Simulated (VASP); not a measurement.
# AlPd4 (P-43m) in VASP: further runs, part 2 of 2

VASP 6.6.1. The steps go on from the part before.

### 3 Single point, PBE, collinear spin, ferromagnetic start

Input file INCAR:

```
SYSTEM = AlPd4
PREC = Accurate ; ENCUT = 520
EDIFF = 1E-6 ; ISMEAR = 0
SIGMA = 0.1 ; LREAL = .FALSE.
LASPH = .TRUE. ; NELM = 150
ALGO = Fast ; ISIF = 2
LWAVE = .FALSE. ; LCHARG = .FALSE.
ISPIN = 2 ; MAGMOM = 0 1 1 1 1
LORBIT = 11 ; LMAXMIX = 4
GGA = PE ; NBANDS = 34
```

Input file KPOINTS:

```
regular mesh
0
G
  4 4 4
  0 0 0
```

Input file POSCAR:

```
AlPd4
1.0
    4.4833315662      0.0000000000      0.0000000000
    0.0000000000      4.4833315662      0.0000000000
    0.0000000000      0.0000000000      4.4833315662
Al Pd
1 4
Direct
    0.0000000000      0.0000000000      0.0000000000
    0.7116044652      0.7116044652      0.7116044652
    0.2883955348      0.2883955348      0.7116044652
    0.2883955348      0.7116044652      0.2883955348
    0.7116044652      0.2883955348      0.2883955348
```

Potentials or basis: VASP PAW PBE potentials, release 64 (Al, Pd).

On the command line:

```bash
cat potpaw_PBE.64/Al/POTCAR potpaw_PBE.64/Pd/POTCAR > POTCAR
mpirun -np 1 vasp_std > vasp.out
```

OUTCAR:

```text
SYSTEM = AlPd4
   PREC = Accurate
   ENCUT = 520
   EDIFF = 1E-6
   ISMEAR = 0
   LREAL = .FALSE.
   LASPH = .TRUE.
   NELM = 150
   ISIF = 2
   ISPIN = 2
   LORBIT = 11
   GGA = PE

 ion  position               nearest neighbor table
   1  0.000  0.000  0.000-   2 2.24   3 2.24   4 2.24   5 2.24
   2  0.712  0.712  0.712-   1 2.24   3 2.68   4 2.68   5 2.68   4 3.21   5 3.21   3 3.21   4 3.21
                             3 3.21   5 3.21
   3  0.288  0.288  0.712-   1 2.24   2 2.68   4 2.68   5 2.68   4 3.21   5 3.21   2 3.21   4 3.21
                             2 3.21   5 3.21
   4  0.288  0.712  0.288-   1 2.24   2 2.68   3 2.68   5 2.68   3 3.21   5 3.21   2 3.21   3 3.21
                             2 3.21   5 3.21
   5  0.712  0.288  0.288-   1 2.24   2 2.68   3 2.68   4 2.68   3 3.21   4 3.21   2 3.21   3 3.21
                             2 3.21   4 3.21

  LATTYP: Found a simple cubic cell.
 ALAT       =     4.4833315662

  Lattice vectors:

 A1 = (   4.4833315662,   0.0000000000,   0.0000000000)
 A2 = (   0.0000000000,   4.4833315662,   0.0000000000)
 A3 = (   0.0000000000,   0.0000000000,   4.4833315662)

Analysis of symmetry for initial positions (statically):
=====================================================================
 Subroutine PRICEL returns:
 Original cell was already a primitive cell.

 Routine SETGRP: Setting up the symmetry group for a
 simple cubic supercell.

 Subroutine GETGRP returns: Found 24 space group operations
 (whereof 24 operations were pure point group operations)
 out of a pool of 48 trial point group operations.

The static configuration has the point symmetry T_d .

Analysis of symmetry for dynamics (positions and initial velocities):
=====================================================================
 Subroutine PRICEL returns:
 Original cell was already a primitive cell.

 Routine SETGRP: Setting up the symmetry group for a
 simple cubic supercell.

 Subroutine GETGRP returns: Found 24 space group operations
 (whereof 24 operations were pure point group operations)
 out of a pool of 48 trial point group operations.

The dynamic configuration has the point symmetry T_d .

Analysis of structural, dynamic, and magnetic symmetry:
=====================================================================
 Subroutine PRICEL returns:
 Original cell was already a primitive cell.

 Routine SETGRP: Setting up the symmetry group for a
 simple cubic supercell.

 Subroutine GETGRP returns: Found 24 space group operations
 (whereof 24 operations were pure point group operations)
 out of a pool of 48 trial point group operations.

The overall configuration has the point symmetry T_d .

 Subroutine INISYM returns: Found 24 space group operations
 (whereof 24 operations are pure point group operations),
 and found     1 'primitive' translations

----------------------------------------------------------------------------------------

                                     Primitive cell

  volume of cell :      90.1161

  direct lattice vectors                    reciprocal lattice vectors
     4.483331566  0.000000000  0.000000000     0.223048415  0.000000000  0.000000000
[... 80 lines left out ...]
   NSW    =      0    number of steps for IOM
   IBRION =     -1    ionic relax: 0-MD 1-quasi-New 2-CG
   NFREE  =      0    steps in history (QN), initial steepest desc. (CG)
   ISIF   =      2    stress and relaxation
   ISYM   =      2    0-nonsym 1-usesym 2-fastsym
   POTIM  = 0.5000    time-step for ionic-motion
   TEBEG  =    0.0;   TEEND  =   0.0 temperature during run
   PSTRESS=    0.0 pullay stress
   NELECT =      43.0000    total number of electrons
   NUPDOWN=      -1.0000    fix difference up-down
   EMIN   =  10.00;   EMAX   =-10.00  energy-range for DOS
   EFERMI =   0.00;   METHOD = LEGACY
   ISMEAR =     0;   SIGMA  =   0.10  broadening in eV -4-tet -1-fermi 0-gaus
   EFERMI_NEDOS =   21; number of points for ismear=-14 and -15
   IALGO  =     68    algorithm
   IMIX   =      4    mixing-type and parameters
     AMIX     =   0.40;   BMIX     =  1.00
     AMIX_MAG =   1.60;   BMIX_MAG =  1.00
  volume/ion in A,a.u.               =      18.02       121.63
  Fermi-wavevector in a.u.,A,eV,Ry     =   1.279274  2.417477 22.266493  1.636541
  Thomas-Fermi vector in A             =   2.411769
   LORBIT       =     11    0 simple, 1 ext, 2 COOP (PROOUT), +10 PAW based schemes
   GGA     = PE    functional components
   LHFCALC =     F    Hartree Fock is set to
   AEXX    =    0.0000 exact exchange contribution
   IVDW    =     0    specifies the selected vdW correction
   LEPSILON=     F    determine dielectric tensor
   LRPA    =     F    only Hartree local field effects (RPA)
 spin polarized calculation
 RMM-DIIS sequential band-by-band and
 Gauss-broadening in eV      SIGMA  =   0.10
  energy-cutoff  :      520.00
  volume of cell :       90.12
 maximum number of plane-waves:      2469
 NGX is ok and might be reduce to    36

 number of electron      43.0000001 magnetization       0.0004414

 number of electron      43.0000001 magnetization      -0.0001252

 Free energy of the ion-electron system (eV)
  ---------------------------------------------------
  ext. energy  EPLUGINS =         0.00000000
  ---------------------------------------------------
  free energy    TOTEN  =       -23.82216608 eV

  energy without entropy =      -23.81746956  energy(sigma->0) =      -23.81981782

 E-fermi :   6.8753     XC(G=0): -11.3943

 val. band max:        6.6701786018   @ k =   0.5000   0.5000   0.2500
 cond. band min:       6.9850719510   @ k =   0.5000   0.5000   0.2500
 fundamental gap:      0.3148933492
 Fermi energy:         6.8752555007

 spin component 1

 k-point     1 :       0.0000    0.0000    0.0000
  band No.  band energies     occupation
      1      -0.4437      1.00000
      2       2.5062      1.00000
      3       2.5062      1.00000
      4       2.5062      1.00000
      5       2.5375      1.00000
      6       3.2373      1.00000
[... 349 lines left out ...]
     32      19.3281      0.00000
     33      19.3281      0.00000
 Fermi energy:         6.8752555007

 spin component 2

 k-point     1 :       0.0000    0.0000    0.0000
  band No.  band energies     occupation
      1      -0.4437      1.00000
      2       2.5063      1.00000
      3       2.5063      1.00000
      4       2.5063      1.00000
      5       2.5375      1.00000
      6       3.2374      1.00000
[... 349 lines left out ...]
     32      19.3281      0.00000
     33      19.3281      0.00000
 [bands above 33 left out]

------------------------ aborting loop because EDIFF is reached ----------------------------------------

  FORCE on cell =-STRESS in cart. coord.  units (eV):
  Direction    XX          YY          ZZ          XY          YZ          ZX
  --------------------------------------------------------------------------------------
  -------------------------------------------------------------------------------------
  Total        0.1638617      0.1638617      0.1638617      0.0000000      0.0000000     -0.0000000
  in kB        2.9133016      2.9133016      2.9133016      0.0000000      0.0000000     -0.0000000
  external PRESSURE =       2.9133016 kB  Pullay stress =       0.0000000 kB

 VOLUME and BASIS-vectors are now :
 -----------------------------------------------------------------------------
  energy-cutoff  :      520.00
  volume of cell :       90.12
      direct lattice vectors                 reciprocal lattice vectors
     4.483331566  0.000000000  0.000000000     0.223048415  0.000000000  0.000000000
     0.000000000  4.483331566  0.000000000     0.000000000  0.223048415  0.000000000
     0.000000000  0.000000000  4.483331566     0.000000000  0.000000000  0.223048415

 POSITION                                       TOTAL-FORCE (eV/Angst)
 -----------------------------------------------------------------------------------
      0.00000      0.00000      0.00000         0.000000      0.000000      0.000000
      3.19036      3.19036      3.19036        -0.012217     -0.012217     -0.012217
      1.29297      1.29297      3.19036         0.012217      0.012217     -0.012217
      1.29297      3.19036      1.29297         0.012217     -0.012217      0.012217
      3.19036      1.29297      1.29297        -0.012217      0.012217      0.012217
 -----------------------------------------------------------------------------------
    total drift:                               -0.000000     -0.000000      0.000000

  FREE ENERGIE OF THE ION-ELECTRON SYSTEM (eV)
  ---------------------------------------------------
  free  energy   TOTEN  =       -23.8221660764 eV

  energy  without entropy=      -23.8174695582  energy(sigma->0) =      -23.81981782

 total charge

# of ion       s       p       d       tot
------------------------------------------
    1        0.496   0.376   0.000   0.872
    2        0.421   0.319   8.637   9.377
    3        0.421   0.319   8.637   9.377
    4        0.421   0.319   8.637   9.377
    5        0.421   0.319   8.637   9.377
--------------------------------------------------
tot          2.181   1.654  34.547  38.381

 magnetization (x)

# of ion       s       p       d       tot
------------------------------------------
    1       -0.000  -0.000   0.000  -0.000
    2       -0.000  -0.000   0.000   0.000
    3       -0.000  -0.000   0.000   0.000
    4       -0.000  -0.000   0.000   0.000
    5       -0.000  -0.000   0.000   0.000
--------------------------------------------------
tot         -0.000  -0.000   0.000   0.000
```

stdout:

```text
POSCAR found type information on POSCAR AlPd
 POSCAR found :  2 types and       5 ions
 scaLAPACK will be used
 LDA part: xc-table for (Slater+PW92), standard interpolation
 POSCAR, INCAR and KPOINTS ok, starting setup
 FFT: planning ... GRIDC
 FFT: planning ... GRID_SOFT
 FFT: planning ... GRID
 WAVECAR not read
 entering main loop
```

It took 51 s on 1 thread of Intel Xeon Platinum 8488C (Sapphire Rapids), shared host; peak memory 0.24 GiB.

What came out:

```
Free energy                                           : -23.8222 eV
Pressure                                              : 0.3 GPa
Largest force                                         : 0.021 eV/Å
Net moment                                            : 0.00 μB per cell
Valence electrons inside the program's atomic spheres : Al 0.87; Pd 9.38
```

Forces on the atoms (eV/Å):
```
Al   0.000  0.000  0.000
Pd  -0.012 -0.012 -0.012
Pd   0.012  0.012 -0.012
Pd   0.012 -0.012  0.012
Pd  -0.012  0.012  0.012
```

### 4 Relaxation of cell and atoms, PBE

Input file INCAR:

```
PREC     = Accurate       # precision mode
ENCUT    = 600            # plane-wave cutoff, eV
EDIFF    = 1E-6           # SCF threshold, eV
ISMEAR   = 0              # smearing method
SIGMA    = 0.1            # smearing width, eV
LREAL    = False          # projectors in reciprocal space
LASPH    = True           # aspherical terms in the spheres
NELM     = 80             # most SCF steps
ALGO     = Fast           # electronic algorithm
ISIF     = 3              # what is computed and relaxed
LWAVE    = False          # write WAVECAR
LCHARG   = False          # write CHGCAR
GGA      = PE             # functional
IBRION   = 2              # ionic algorithm
NSW      = 100            # ionic steps
EDIFFG   = -0.01          # ionic threshold
```

Input file KPOINTS:

```
Automatic mesh
0
Gamma
  8 8 8
```

POSCAR is that of step 3.

On the command line:

```bash
cat potpaw_PBE.64/Al/POTCAR potpaw_PBE.64/Pd/POTCAR > POTCAR
mpirun -np 1 vasp_std > vasp.out
```

Run time: 1.8 min. Hardware: 1 thread of Intel Xeon Platinum 8488C (Sapphire Rapids), shared host; peak memory 0.25 GiB.

Results (log left out):

- Free energy: -23.8138 eV
- Relaxed volume: 18.04 Å³/atom
- Relaxed cell: a = 4.485 Å, b = 4.485 Å, c = 4.485 Å, α = 90.00°, β = 90.00°, γ = 90.00°
- Space group after relaxing (to 0.05 Å): P-43m (No. 215)
- Energy gained by relaxing: 0.0 meV/atom
- Ionic steps: 3
- Pressure after relaxing: 0.0 GPa

Final structure:
```cif
data_structure
_symmetry_space_group_name_H-M 'P 1'
_symmetry_Int_Tables_number 1
_cell_length_a 4.4846
_cell_length_b 4.4846
_cell_length_c 4.4846
_cell_angle_alpha 90.000
_cell_angle_beta 90.000
_cell_angle_gamma 90.000
_cell_volume 90.19
loop_
_atom_site_label
_atom_site_type_symbol
_atom_site_fract_x
_atom_site_fract_y
_atom_site_fract_z
_atom_site_occupancy
Al1 Al 0.00000 0.00000 0.00000 1
Pd1 Pd 0.71160 0.71160 0.71160 1
Pd2 Pd 0.28840 0.28840 0.71160 1
Pd3 Pd 0.28840 0.71160 0.28840 1
Pd4 Pd 0.71160 0.28840 0.28840 1
```

Levels at points of the mesh, in eV from the Fermi level:
```tsv
k point	band 20	band 21	band 22	band 23	band 24	band 25
(0.00, 0.00, 0.00)	-0.38	-0.38	-0.15	2.56	2.56	3.66
(0.50, 0.00, 0.00)	-0.89	-0.49	-0.49	3.14	3.77	3.77
(0.50, 0.50, 0.00)	-0.67	0.20	0.20	0.30	0.48	3.88
(0.50, 0.50, 0.50)	-0.60	-0.60	0.29	0.29	0.29	2.36
```

### 5 Overview

| task | spin | cell | k mesh | cutoff (eV) | gap on the mesh (eV) | pressure (GPa) | largest force (eV/Å) |
| --- | --- | --- | --- | --- | --- | --- | --- |
| single point | off | a = 4.484 Å, 5 atoms | 8 × 8 × 8 | 520 | none | 0.1 | 0.04 |
| single point | collinear, ferromagnetic start | a = 4.483 Å, 5 atoms | 4 × 4 × 4 | 520 | none | 0.3 | 0.02 |
| relaxation of cell and atoms | off | relaxed from a = 4.483 Å, 5 atoms | 8 × 8 × 8 | 600 | none | 0.0 | - |

Some of these runs hold the atoms at other places in the same cell, which the table doesn't show; runs alike in all that it shows share one row.

Alike in all rows: level PBE; potentials or basis VASP PAW PBE potentials, release 64 (Al, Pd); smearing gaussian 0.1 eV.

Absolute energies hang on the potentials; compare differences alone.
